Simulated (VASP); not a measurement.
**Ti: single point with RPBE**

Crystal: Ti.

```
Ti
1.0
     0.00000    2.05056    2.05056
     2.05056    0.00000    2.05056
     2.05056    2.05056    0.00000
Ti
1
Direct
  0.00000 0.00000 0.00000
```

This cell differs from its parent crystal: volume scaled by 0.96.

```
Program             : VASP 6.6.1
Task                : single point
Functional          : RPBE
Potentials or basis : VASP PAW PBE potentials, release 64 (Ti_sv)
Cutoff              : 520 eV
k mesh              : 15 × 15 × 15
Occupations         : fermi-dirac, width 0.1 eV
Spin                : no spin polarisation
```

* Pressure: 4.1 GPa
* Band gap on the k mesh: zero (band 6 reaches 9.30 eV, above the bottom of band 7 at 8.14 eV)

Levels at points of the mesh, in eV from the Fermi level:
```tsv
k point	band 3	band 4	band 5	band 6	band 7	band 8	band 9	band 10
(0.00, 0.00, 0.00)	-32.62	-32.62	-6.14	0.89	0.89	0.89	2.55	2.55
```

Wall time 7.3 s on 1 thread of Intel(R) Xeon(R) 6975P-C (Granite Rapids), with other jobs on the host, peak memory 0.15 GiB.

Caveat: the PAW data sets were made with another functional, which shifts forces and pressure a little.
